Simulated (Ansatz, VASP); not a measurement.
## Two plane-wave programs on NaCl

INCAR

```
SYSTEM = NaCl
PREC     = Accurate       ! precision mode
ENCUT    = 520            ! plane-wave cutoff, eV
EDIFF    = 1E-7           ! SCF threshold, eV
ISMEAR   = 0              ! smearing method
SIGMA    = 0.05           ! smearing width, eV
LREAL    = .False.        ! projectors in reciprocal space
LASPH    = .True.         ! aspherical terms in the spheres
NELM     = 100            ! most SCF steps
ALGO     = Normal         ! electronic algorithm
ISIF     = 2              ! what is computed and relaxed
LWAVE    = .False.        ! write WAVECAR
LCHARG   = .False.        ! write CHGCAR
GGA      = PS             ! functional
NBANDS   = 14             ! bands
```

File KPOINTS:

```
regular mesh
0
Gamma
  8 8 8
  0 0 0
```

File POSCAR:

```
NaCl
1.0
    0.0000000000      2.8317500000      2.8317500000
    2.8317500000      0.0000000000      2.8317500000
    2.8317500000      2.8317500000      0.0000000000
Na Cl
1 1
Direct
    0.0000000000      0.0000000000      0.0000000000
    0.4219666746      0.5780333254      0.5000000000
```

Input for Ansatz:

```yaml
crystal:
  lattice:
    - [0.0, 2.83175, 2.83175]
    - [2.83175, 0.0, 2.83175]
    - [2.83175, 2.83175, 0.0]
  atoms:
    - { symbol: Na, position: [0.0, 0.0, 0.0] }
    - { symbol: Cl, position: [0.4219666746, 0.5780333254, 0.5] }
basis:
  ecutwfc: 420
kpoints:
  mp_grid: { grid: [8, 8, 8] }
hamiltonian:
  xc: pbesol
scf:
  occupations: { method: gaussian, width: 0.05 }
output:
  forces: true
  stress: true
  eigenvalues: true
```

Change from the starting cell: all Cl atoms moved +0.312 Å, as atom 2 along Cartesian [1 -1 0].

Alike in both runs: task single point; functional PBEsol; k mesh 8 × 8 × 8; occupations gaussian, width 0.05 eV; no spin polarisation.

```csv
,VASP,Ansatz
version,VASP 6.6.1,Ansatz 0.2.0
potentials or method,"VASP PAW PBE potentials, release 64 (Na_pv, Cl), cutoff 520 eV","scalar-relativistic, plane waves, PAW"
valence electrons in the cell,14,16
```

```csv
,VASP,Ansatz,Ansatz less VASP
gap on the k mesh at the Fermi level (eV),4.90,4.90,+0.004
least direct gap on the mesh (eV),4.90,4.90,+0.004
pressure (GPa),0.2,0.2,-0.03
"traceless stress, the component that is largest in VASP (GPa)",-1.19,-1.17,+0.021
rms of the force components (eV/Å),0.245,0.240,-0.0048
```

VASP's potentials were made for PBE, not for PBEsol. Atom by atom the forces differ by 0.005 eV/Å (rms over components). VASP's potentials hold 14 valence electrons a cell and Ansatz's 16, so a difference there can come from the potentials and not from the codes.
